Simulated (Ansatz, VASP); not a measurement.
# Two plane-wave programs on BH4Pb

```
CELL_PARAMETERS angstrom
2.56423 2.45264 0.00000
2.56423 -2.45264 0.00000
0.00000 0.00000 -3.73540
ATOMIC_POSITIONS crystal
Pb 0.00000 0.00000 0.00000
B 0.50000 0.50000 0.50000
H 0.50100 0.25900 0.67300
H 0.49900 0.74100 0.67300
H 0.25900 0.50100 0.32700
H 0.74100 0.49900 0.32700
```

Alike in both runs: task single point; functional r2SCAN; k mesh 8 × 8 × 8; occupations gaussian, width 0.2576 eV; no spin polarisation.

|  | VASP | Ansatz |
| --- | --- | --- |
| version | VASP 6.6.1 | Ansatz 0.2.0 |
| potentials or method | VASP PAW PBE potentials, release 64 (Pb_d, B, H), cutoff 520 eV | PAW plane waves |
| valence electrons in the cell | 21 | 21 |

Ansatz gave:

| Property | Result |
| --- | --- |
| rms of the force components (eV/Å) | 1.853 |

Question: Which values does VASP return?

Answer: rms of the force components (eV/Å): 1.866.

VASP's potentials were made for PBE, not for r2SCAN. Atom by atom the forces differ by 0.013 eV/Å (rms over components).

Neither program's run includes spin-orbit coupling.
